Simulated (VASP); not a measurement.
Wanted: the native input for a VASP 6.6.1 run.

* Task: single point
* Functional: PBEsol
* Potentials or basis: VASP PAW PBE potentials, release 64 (Ag, B)
* Cutoff: 520 eV
* k mesh: 4 × 4 × 7
* Occupations: methfessel-paxton, width 0.05 eV
* Spin: no spin polarisation
* Dipole correction: no
* Further INCAR settings: ALGO = Normal; EDIFF = 1e-06; NBANDS = 26

The structure of AgB2 lies in POSCAR:

```
AgB2
1.0
    5.2197499087      0.0000000000      0.0000000000
    0.0000000000      5.2197499087      0.0000000000
    0.0000000000      0.0000000000      2.9356934716
Ag B
2 4
Direct
    0.0000000000      0.0000000000      0.0000000000
    0.5000000000      0.5000000000      0.5000000000
    0.2854134123      0.2854134123      0.0000000000
    0.2145865877      0.7854134123      0.5000000000
    0.7145865877      0.7145865877      0.0000000000
    0.7854134123      0.2145865877      0.5000000000
```

One way to write it, as run:

INCAR

```
PREC = Accurate
ENCUT = 520
EDIFF = 1E-6
ISMEAR = 1
SIGMA = 0.05
LREAL = False
LASPH = True
NELM = 60
ALGO = Normal
ISIF = 2
LWAVE = False
LCHARG = False
GGA = PS
NBANDS = 26
```

KPOINTS

```
regular mesh
0
Gamma
  4 4 7
```

Potentials or basis: VASP PAW PBE potentials, release 64 (Ag, B).

Run with:

```console
$ cat potpaw_PBE.64/Ag/POTCAR potpaw_PBE.64/B/POTCAR > POTCAR
$ mpirun -np 1 vasp_std > vasp.out
```

It gave:

```
Pressure               : 2.5 GPa
Largest force          : 0.026 eV/Å
Band gap on the k mesh : zero (bands 17 and 18 overlap by 3.45 eV)
```

Caveat: the PAW data sets were made with another functional, which shifts forces and pressure a little.

Run time: 89 s on 1 thread of Intel Xeon 8259CL, on a shared host, peak memory 0.2 GiB.
